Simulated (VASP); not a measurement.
ZnIr:

```
CELL_PARAMETERS angstrom
2.77718 0.00000 0.00000
-1.38859 2.40511 0.00000
0.00000 0.00000 4.16386
ATOMIC_POSITIONS crystal
Zn 0.66667 0.33333 0.50000
Ir 0.00000 0.00000 0.00000
```

Base run:

| Property | Result |
| --- | --- |
| Program | VASP 6.6.1 |
| Functional | PBEsol |
| Potentials or basis | VASP PAW PBE potentials, release 64 (Zn, Ir) |
| Cutoff | 500 eV |
| k mesh | 11 × 11 × 7 |
| Occupations | methfessel-paxton, width 0.1 eV |
| Spin | no spin polarisation |

Its results: pressure -3.3 GPa.

**Question.** The run is repeated on the same cell with these changes: k mesh from 11 × 11 × 7 to 3 × 3 × 2. What comes out?

**Answer.** Pressure 3.3 GPa.

Caveats: some runs use coarse meshes; the PAW data sets were made with another functional, which shifts forces and pressure a little.
